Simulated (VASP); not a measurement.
Input of a VASP 6.6.1 run:

POSCAR

```
GaP
1.0
    0.0000000000      2.7253992957      2.7253992957
    2.7253992957      0.0000000000      2.7253992957
    2.7253992957      2.7253992957      0.0000000000
Ga P
1 1
Direct
    0.0000000000      0.0000000000      0.0000000000
    0.2500000000      0.2500000000      0.2500000000
```

INCAR.step1

```
  PREC = Accurate
  ENCUT = 550
  ISMEAR = -1
  SIGMA = 0.001
  LREAL = False
  LASPH = True
  NELM = 120
  NBANDS = 16
  GGA = PE
  ALGO = Normal
  EDIFF = 1E-5
  LWAVE = True
  LCHARG = False
  GGA_COMPAT = False
```

Contents of INCAR.step2:

```
  PREC = Accurate
  ENCUT = 550
  EDIFF = 1E-6
  ISMEAR = -1
  SIGMA = 0.001
  LREAL = False
  LASPH = True
  NELM = 120
  ALGO = Normal
  ISIF = 2
  LWAVE = False
  LCHARG = True
  METAGGA = R2SCAN
  LMIXTAU = True
  LELF = True
  LVHAR = True
  NBANDS = 16
  ISTART = 1
  GGA_COMPAT = False
```

KPOINTS

```
Automatic mesh
0
Gamma
  6 6 6
```

Potentials or basis: VASP PAW PBE potentials, release 64 (Ga_d, P).

Run with:

```sh
$ cat potpaw_PBE.64/Ga_d/POTCAR potpaw_PBE.64/P/POTCAR > POTCAR
$ cp INCAR.step1 INCAR
$ mpirun -np 1 vasp_std > vasp.out
$ cp INCAR.step2 INCAR
$ mpirun -np 1 vasp_std > vasp.out
```

(1) What does it give for the band gap on the k mesh?

(2) Estimate the pressure.

Answers

(1) 1.91 eV (least direct gap 2.34 eV).

(2) 0.0 GPa.

Caveat: the PAW data sets were made with another functional, which shifts forces and pressure a little.
